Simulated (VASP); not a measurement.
# P (Imma) in VASP: a series of runs

Runs on P. Level: PBEsol+D3(BJ). Tasks: single point.

Everything below comes from runs of VASP 6.6.1. Logs are shortened: lines on timing, memory, paths and dates and some standing lists are left out, and cuts for length are marked.

## 1. The cell of the first run

The structure is orthorhombic, space group Imma (No. 74). Conventional cell: a = 3.383 Å, b = 5.030 Å, c = 3.736 Å, α = 90.00°, β = 90.00°, γ = 90.00°. Within 3.0 Å of P (site symmetry mm2) lie 6 P at 2.24 to 2.83 Å.

## 2. Single point, PBEsol+D3(BJ) (strain +0.0050 x Voigt [0, 0, 1, 0, 0, 0])

Input file INCAR:

```
PREC     = Accurate       # precision mode
ENCUT    = 520            # plane-wave cutoff, eV
EDIFF    = 1E-7           # SCF threshold, eV
ISMEAR   = 0              # smearing method
SIGMA    = 0.15           # smearing width, eV
LREAL    = False          # projectors in reciprocal space
LASPH    = True           # aspherical terms in the spheres
NELM     = 100            # most SCF steps
ALGO     = Normal         # electronic algorithm
ISIF     = 2              # what is computed and relaxed
LWAVE    = False          # write WAVECAR
LCHARG   = False          # write CHGCAR
GGA      = PS             # functional
IVDW     = 12             # dispersion correction
NBANDS   = 12             # bands
```

Input file KPOINTS:

```
regular mesh
0
Gamma
  18 18 18
```

Input file POSCAR:

```
P
1.0
   -1.6915100431      2.5151650373      1.8682388565
    1.6915100431     -2.5151650373      1.8682388565
    1.6915100431      2.5151650373     -1.8682388565
P
2
Direct
    0.8033091100      0.0533091100      0.7500000000
    0.1966908900      0.9466908900      0.2500000000
```

Potentials or basis: VASP PAW PBE potentials, release 64 (P).

Run with:

```console
> cat potpaw_PBE.64/P/POTCAR > POTCAR
> mpirun -np 1 vasp_std > vasp.out
```

OUTCAR:

```text
PREC = Accurate
   ENCUT = 520
   EDIFF = 1E-7
   ISMEAR = 0
   LREAL = False
   LASPH = True
   NELM = 100
   ISIF = 2
   GGA = PS
   IVDW = 12
 IVDW          = 12

 ion  position               nearest neighbor table
   1  0.803  0.053  0.750-   2 2.24   2 2.24   2 2.55   2 2.55   2 2.83   2 2.83
   2  0.197  0.947  0.250-   1 2.24   1 2.24   1 2.55   1 2.55   1 2.83   1 2.83

  LATTYP: Found a body centered orthorhombic cell.
 ALAT       =     3.3830200862
 B/A-ratio  =     1.1044799078
 C/A-ratio  =     1.4869347348

  Lattice vectors:

 A1 = (   1.6915100431,  -2.5151650373,  -1.8682388565)
 A2 = (  -1.6915100431,  -2.5151650373,   1.8682388565)
 A3 = (  -1.6915100431,   2.5151650373,  -1.8682388565)

Analysis of symmetry for initial positions (statically):
=====================================================================
 Subroutine PRICEL returns:
 Original cell was already a primitive cell.

 Routine SETGRP: Setting up the symmetry group for a
 body centered orthorhombic supercell.

 Subroutine GETGRP returns: Found  8 space group operations
 (whereof  4 operations were pure point group operations)
 out of a pool of  8 trial point group operations.

The static configuration has the point symmetry C_2h.
 The point group associated with its full space group is D_2h.

Analysis of symmetry for dynamics (positions and initial velocities):
=====================================================================
 Subroutine PRICEL returns:
 Original cell was already a primitive cell.

 Routine SETGRP: Setting up the symmetry group for a
 body centered orthorhombic supercell.

 Subroutine GETGRP returns: Found  8 space group operations
 (whereof  4 operations were pure point group operations)
 out of a pool of  8 trial point group operations.

The dynamic configuration has the point symmetry C_2h.
 The point group associated with its full space group is D_2h.

 Subroutine INISYM returns: Found  8 space group operations
 (whereof  4 operations are pure point group operations),
 and found     1 'primitive' translations

----------------------------------------------------------------------------------------

                                     Primitive cell

  volume of cell :      31.7931

  direct lattice vectors                    reciprocal lattice vectors
    -1.691510043  2.515165037  1.868238857     0.000000000  0.198794112  0.267631731
     1.691510043 -2.515165037  1.868238857     0.295593870  0.000000000  0.267631731
     1.691510043  2.515165037 -1.868238857     0.295593870  0.198794112  0.000000000

  length of vectors
     3.560558638  3.560558638  3.560558638     0.333385427  0.398751150  0.356223013

  position of ions in fractional coordinates (direct lattice)
     0.803309110  0.053309110  0.750000000
     0.196690890  0.946690890  0.250000000

  ion indices of the primitive-cell ions
   primitive index   ion index
                 1           1
                 2           2

----------------------------------------------------------------------------------------

 KPOINTS: regular mesh

Automatic generation of k-mesh.
 Grid dimensions read from file:
 generate k-points for:   18   18   18

 Generating k-lattice:

  Cartesian coordinates                     Fractional coordinates (reciprocal lattice)
     0.000000000  0.011044117  0.014868430     0.055555556  0.000000000  0.000000000
     0.016421882  0.000000000  0.014868430    -0.000000000  0.055555556  0.000000000
     0.016421882  0.011044117  0.000000000    -0.000000000  0.000000000  0.055555556

  Length of vectors
     0.018521413  0.022152842  0.019790167

  Shift w.r.t. Gamma in fractional coordinates (k-lattice)
     0.000000000  0.000000000  0.000000000

 Subroutine IBZKPT returns following result:
 ===========================================

 Found    865 irreducible k-points:

 Following reciprocal coordinates:
            Coordinates               Weight
  0.000000  0.000000  0.000000      1.000000
  0.055556  0.000000 -0.000000      4.000000
  0.111111  0.000000 -0.000000      4.000000
  0.166667  0.000000  0.000000      4.000000
  0.222222  0.000000 -0.000000      4.000000
  0.277778  0.000000  0.000000      4.000000
[... 16 lines left out ...]
 -0.333333  0.055556  0.000000      8.000000
 -0.277778  0.055556  0.000000      8.000000
 [... further k-points ...]
   k-points           NKPTS =    865   k-points in BZ     NKDIM =    865   number of bands    NBANDS=     12
   number of dos      NEDOS =    301   number of ions     NIONS =      2
   total plane-waves  NPLWV =  21952
   dimension x,y,z NGX =    28 NGY =   28 NGZ =   28
   dimension x,y,z NGXF=    56 NGYF=   56 NGZF=   56
   ions per type =               2
   NGX,Y,Z   is equivalent  to a cutoff of  13.07, 13.07, 13.07 a.u.
   NGXF,Y,Z  is equivalent  to a cutoff of  26.15, 26.15, 26.15 a.u.
 SYSTEM =  unknown system
   PREC   = accura    normal or accurate (medium, high low for compatibility)
   ISTART =      0    job   : 0-new  1-cont  2-samecut
   ICHARG =      2    charge: 1-file 2-atom 10-const
   ISPIN  =      1    spin polarized calculation?
   LNONCOLLINEAR =      F non collinear calculations
   LSORBIT =      F    spin-orbit coupling
   LASPH  =      T    aspherical Exc in radial PAW
   ENCUT  =  520.0 eV  38.22 Ry    6.18 a.u.   6.62  6.62  6.62*2*pi/ulx,y,z
   NELM   =    100;   NELMIN=  2; NELMDL= -5     # of ELM steps
   EDIFF  = 0.1E-06   stopping-criterion for ELM
   LREAL  =      F    real-space projection
   EDIFFG = 0.1E-05   stopping-criterion for IOM
   NSW    =      0    number of steps for IOM
   IBRION =     -1    ionic relax: 0-MD 1-quasi-New 2-CG
   NFREE  =      0    steps in history (QN), initial steepest desc. (CG)
   ISIF   =      2    stress and relaxation
   ISYM   =      2    0-nonsym 1-usesym 2-fastsym
   POTIM  = 0.5000    time-step for ionic-motion
   TEBEG  =    0.0;   TEEND  =   0.0 temperature during run
   PSTRESS=    0.0 pullay stress
   NELECT =      10.0000    total number of electrons
   NUPDOWN=      -1.0000    fix difference up-down
   EMIN   =  10.00;   EMAX   =-10.00  energy-range for DOS
   EFERMI =   0.00;   METHOD = LEGACY
   ISMEAR =     0;   SIGMA  =   0.15  broadening in eV -4-tet -1-fermi 0-gaus
   EFERMI_NEDOS =   21; number of points for ismear=-14 and -15
   IALGO  =     38    algorithm
   IMIX   =      4    mixing-type and parameters
     AMIX     =   0.40;   BMIX     =  1.00
     AMIX_MAG =   1.60;   BMIX_MAG =  1.00
  volume/ion in A,a.u.               =      15.90       107.28
  Fermi-wavevector in a.u.,A,eV,Ry     =   1.113346  2.103920 16.864971  1.239540
  Thomas-Fermi vector in A             =   2.249930
   LORBIT       =      0    0 simple, 1 ext, 2 COOP (PROOUT), +10 PAW based schemes
   GGA     = PS    functional components
   LHFCALC =     F    Hartree Fock is set to
   AEXX    =    0.0000 exact exchange contribution
   IVDW    =    12    specifies the selected vdW correction
   LEPSILON=     F    determine dielectric tensor
   LRPA    =     F    only Hartree local field effects (RPA)
 non-spin polarized calculation
 Gauss-broadening in eV      SIGMA  =   0.15
  energy-cutoff  :      520.00
  volume of cell :       31.79
 maximum number of plane-waves:       872
   NGX = 13   NGY = 13   NGZ = 13

 number of electron      10.0000000 magnetization

 Free energy of the ion-electron system (eV)
  ---------------------------------------------------
  ext. energy  EPLUGINS =         0.00000000
  ---------------------------------------------------
  free energy    TOTEN  =       -11.54795808 eV

  energy without entropy =      -11.54545750  energy(sigma->0) =      -11.54670779

 E-fermi :   8.8970     XC(G=0): -10.9456

 val. band max:        8.8810138717   @ k =   0.4444   0.3333   0.1111
 cond. band min:       8.8997753822   @ k =  -0.2222  -0.0556   0.0556
 fundamental gap:      0.0187615105
 Fermi energy:         8.8969791354

 k-point     1 :       0.0000    0.0000    0.0000
  band No.  band energies     occupation
      1      -7.5031      2.00000
      2       5.7592      2.00000
      3       5.7848      2.00000
      4       6.0929      2.00000
      5       6.6607      2.00000
      6      10.2903      0.00000
      7      11.2520      0.00000
      8      12.9685      0.00000
      9      14.0429      0.00000
     10      15.3008      0.00000
     11      15.7538      0.00000
     12      15.8532      0.00000

 k-point     2 :       0.0556    0.0000   -0.0000
  band No.  band energies     occupation
      1      -7.4598      2.00000
      2       4.8076      2.00000
      3       6.0760      2.00000
      4       6.2947      2.00000
      5       6.9482      2.00000
      6      10.3925      0.00000
      7      11.2027      0.00000
      8      12.7558      0.00000
      9      14.1240      0.00000
     10      14.7238      0.00000
     11      15.6582      0.00000
     12      16.6147      0.00000

 k-point     3 :       0.1111    0.0000   -0.0000
  band No.  band energies     occupation
      1      -7.3303      2.00000
      2       3.7242      2.00000
      3       6.0296      2.00000
      4       6.3587      2.00000
      5       7.5161      2.00000
      6      10.6336      0.00000
      7      11.0563      0.00000
      8      12.2554      0.00000
      9      14.2465      0.00000
     10      14.3965      0.00000
     11      15.4332      0.00000
     12      17.5349      0.00000
[... 286 lines left out ...]
 k-point    23 :      -0.3333    0.0556    0.0000
  band No.  band energies     occupation
      1      -6.2623      2.00000
      2       0.1472      2.00000
      3       5.2955      2.00000
      4       6.8486      2.00000
      5       7.8683      2.00000
      6       9.8190      0.00000
      7      10.2105      0.00000
      8      11.4966      0.00000
      9      15.3737      0.00000
     10      15.4456      0.00000
     11      17.3830      0.00000
     12      20.6507      0.00000

 k-point    24 :      -0.2778    0.0556    0.0000
  band No.  band energies     occupation
      1      -6.6527      2.00000
      2       1.1641      2.00000
      3       5.3608      2.00000
      4       6.7212      2.00000
      5       8.0467      2.00000
      6      10.0597      0.00000
      7      10.5826      0.00000
      8      11.5795      0.00000
      9      14.6161      0.00000
     10      15.1854      0.00000
     11      16.4252      0.00000
     12      19.4347      0.00000

 [... further k-points ...]

------------------------ aborting loop because EDIFF is reached ----------------------------------------

 Edisp (eV)   -0.71096

 E8    (eV) :    -0.4216

  FORCE on cell =-STRESS in cart. coord.  units (eV):
  Direction    XX          YY          ZZ          XY          YZ          ZX
  --------------------------------------------------------------------------------------
  -------------------------------------------------------------------------------------
  Total      -0.80566    -1.03751    -1.04159     0.00000     0.00000     0.00000
  in kB     -40.60011   -52.28392   -52.48975     0.00000     0.00000     0.00000
  external pressure =      -48.46 kB  Pullay stress =        0.00 kB

 VOLUME and BASIS-vectors are now :
 -----------------------------------------------------------------------------
  energy-cutoff  :      520.00
  volume of cell :       31.79
      direct lattice vectors                 reciprocal lattice vectors
    -1.691510043  2.515165037  1.868238857     0.000000000  0.198794112  0.267631731
     1.691510043 -2.515165037  1.868238857     0.295593870  0.000000000  0.267631731
     1.691510043  2.515165037 -1.868238857     0.295593870  0.198794112  0.000000000

 POSITION                                       TOTAL-FORCE (eV/Angst)
 -----------------------------------------------------------------------------------
      0.00000      3.77275      0.19919         0.000000     -0.000000     -0.312074
      1.69151     -1.25758      1.66905        -0.000000      0.000000      0.312074
 -----------------------------------------------------------------------------------
    total drift:                                0.000000     -0.000000     -0.000000

  FREE ENERGIE OF THE ION-ELECTRON SYSTEM (eV)
  ---------------------------------------------------
  free  energy   TOTEN  =       -12.2589201807 eV

  energy  without entropy=      -12.2564196031  energy(sigma->0) =      -12.25766989
```

Run time: 2.2 min. Hardware: 1 thread of Intel Xeon 6975P-C (Granite Rapids), shared host; peak memory 0.36 GiB.

Results:

* Free energy: -12.2589 eV
* Pressure: -4.8 GPa
* Largest force: 0.312 eV/Å
* Band gap on the k mesh: zero (bands 5 and 6 overlap by 1.05 eV)
* Dispersion energy per atom: -0.355 eV

Forces on the atoms (eV/Å):
```
P    0.000  0.000 -0.312
P    0.000  0.000  0.312
```

Caveat: the cell differs from its parent crystal (strain +0.0050 x Voigt [0, 0, 1, 0, 0, 0]); the cell stands under tension; the PAW data sets were made with another functional, which shifts forces and pressure a little.

## 3. Single point, PBEsol+D3(BJ) (strain +0.0100 x Voigt [0, 0, 1, 0, 0, 0])

Input file INCAR:

```
ALGO = Normal
EDIFF = 1E-7
ENCUT = 520
GGA = PS
ISIF = 2
ISMEAR = 0
IVDW = 12
LASPH = T
LCHARG = F
LREAL = F
LWAVE = F
NBANDS = 12
NELM = 100
PREC = Accurate
SIGMA = 0.15
```

Input file KPOINTS:

```
k-points
0
Gamma
  18 18 18
```

Input file POSCAR:

```
P
1.0
   -1.6915100431      2.5151650373      1.8775335772
    1.6915100431     -2.5151650373      1.8775335772
    1.6915100431      2.5151650373     -1.8775335772
P
2
Direct
    0.8033091100      0.0533091100      0.7500000000
    0.1966908900      0.9466908900      0.2500000000
```

Potentials or basis: VASP PAW PBE potentials, release 64 (P).

Run with:

```console
> cat potpaw_PBE.64/P/POTCAR > POTCAR
> mpirun -np 1 vasp_std > vasp.out
```

It took 2.1 min on 1 thread of Intel Xeon 6975P-C (Granite Rapids), shared host; peak memory 0.36 GiB.

It converged, with:

```
Free energy                : -12.2534 eV
Pressure                   : -5.2 GPa
Largest force              : 0.248 eV/Å
Band gap on the k mesh     : zero (bands 5 and 6 overlap by 1.02 eV)
Dispersion energy per atom : -0.354 eV
```

Forces on the atoms (eV/Å):
```
P    0.000  0.000 -0.248
P    0.000  0.000  0.248
```

Stress tensor (GPa, compression positive):
```
-4.52  0.00  0.00
 0.00 -5.15  0.00
 0.00  0.00 -6.03
```

Levels at points of the mesh, in eV from the Fermi level:
```
           k point  band 1  band 2  band 3  band 4  band 5  band 6  band 7  band 8  band 9  band 10
(0.00, 0.00, 0.00)  -16.36   -3.17   -3.15   -2.75   -2.27    1.39    2.38    4.01    5.19     6.42
(0.50, 0.00, 0.00)  -13.87  -11.11   -3.18   -1.75   -1.60    0.36    0.80    1.81    8.85     9.22
(0.00, 0.50, 0.00)  -12.40  -10.12   -6.45   -5.40   -5.17    0.30    6.61    7.13    8.51     9.44
(0.50, 0.50, 0.00)  -12.25  -12.25   -3.45   -3.45   -0.06   -0.06    0.07    0.07   10.28    10.28
(0.50, 0.50, 0.50)  -12.93   -8.43   -7.97   -5.34   -5.03    0.09    6.47    8.36    8.63     9.22
```

Caveat: the cell differs from its parent crystal (strain +0.0100 x Voigt [0, 0, 1, 0, 0, 0]); the cell stands under tension; the PAW data sets were made with another functional, which shifts forces and pressure a little.
